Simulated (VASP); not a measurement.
# SnO2: single point with PBE

Crystal: SnO2.

```
Sn O
1.0
     4.82652    0.00000    0.00000
     0.00000    4.82837    0.00000
     0.00000    0.00000    3.23817
Sn O
2 4
Direct
  0.50000 0.50000 0.50000
  0.00000 0.00000 0.00000
  0.30650 0.30666 0.00000
  0.80650 0.19334 0.50000
  0.19350 0.80666 0.50000
  0.69350 0.69334 0.00000
```

```json
{"Program": "VASP 6.6.1", "Task": "single point", "Functional": "PBE", "Potentials or basis": "VASP PAW PBE potentials, release 64 (Sn_d, O)", "Cutoff": "520 eV", "k mesh": "6 × 6 × 10", "Occupations": "gaussian, width 0.05 eV", "Spin": "no spin polarisation", "Dipole correction": "no", "Further INCAR settings": "ALGO = Normal; EDIFF = 1e-06; NBANDS = 35"}
```

```json
{"Pressure": "0.6 GPa", "Largest force": "0.017 eV/Å", "Band gap on the k mesh": "0.67 eV"}
```

Forces on the atoms (eV/Å):
```
Sn   0.000  0.000  0.000
Sn   0.000  0.000  0.000
O   -0.012 -0.012  0.000
O   -0.012  0.012  0.000
O    0.012 -0.012  0.000
O    0.012  0.012  0.000
```

Stress tensor (GPa, compression positive):
```
0.52 0.00 0.00
0.00 0.50 0.00
0.00 0.00 0.80
```

Levels at points of the mesh, in eV from the valence-band top:
| k point | band 23 | band 24 | band 25 | band 26 | band 27 | band 28 | band 29 | band 30 |
| --- | --- | --- | --- | --- | --- | --- | --- | --- |
| (0.00, 0.00, 0.00) | -1.26 | -0.74 | -0.74 | 0.00 | 0.67 | 5.69 | 6.06 | 6.06 |
| (0.50, 0.00, 0.00) | -1.21 | -1.21 | -0.61 | -0.61 | 3.88 | 3.88 | 6.80 | 6.80 |
| (0.00, 0.50, 0.00) | -1.21 | -1.21 | -0.61 | -0.61 | 3.88 | 3.88 | 6.81 | 6.81 |
| (0.50, 0.50, 0.00) | -1.33 | -1.33 | -0.85 | -0.85 | 4.27 | 4.27 | 7.15 | 7.15 |
| (0.00, 0.00, 0.50) | -1.53 | -1.53 | -1.18 | -1.18 | 5.59 | 5.59 | 9.36 | 9.36 |
| (0.50, 0.00, 0.50) | -1.02 | -1.02 | -0.75 | -0.75 | 5.85 | 5.85 | 7.60 | 7.60 |
| (0.00, 0.50, 0.50) | -1.02 | -1.02 | -0.75 | -0.75 | 5.85 | 5.85 | 7.60 | 7.60 |
| (0.50, 0.50, 0.50) | -0.92 | -0.92 | -0.78 | -0.78 | 4.35 | 4.35 | 8.61 | 8.61 |

Wall time 3.2 min on 1 thread of Intel(R) Xeon(R) Platinum 8259CL CPU @ 2.50GHz (Skylake/Cascade Lake), on a shared host, peak memory 0.32 GiB.

Caveat: spin-orbit coupling is left out, which moves the levels of the heavy elements.
